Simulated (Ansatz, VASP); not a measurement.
# Y: VASP beside Ansatz

```
Y
1.0
     4.86297    0.00000    0.00000
     0.00000    4.86297    0.00000
     0.00000    0.00000    4.86297
Y
3
Direct
  0.50000 0.00000 0.00000
  0.00000 0.50000 0.00000
  0.00000 0.00000 0.50000
```

Alike in both runs: functional PBE; k mesh 10 × 10 × 10; occupations gaussian, width 0.1 eV; no spin polarisation.

Ansatz relaxed the structure, and its values are those at the end. VASP's run is a single point on that final structure, the one shown.

|  | VASP | Ansatz |
| --- | --- | --- |
| version | VASP 6.6.1 | Ansatz 0.2.0 |
| potentials or method | VASP PAW PBE potentials, release 64 (Y_sv), cutoff 520 eV | scalar-relativistic, plane waves, PAW |
| valence electrons in the cell | 33 | 33 |

Ansatz gave:

```
gap on the k mesh at the Fermi level (eV) : none
pressure (GPa)                            : 0.0
```

Task: Estimate VASP's values.

Result: gap on the k mesh at the Fermi level (eV): none; pressure (GPa): -0.1.

A gap of «none» marks a metal or a gap that the smearing closes.
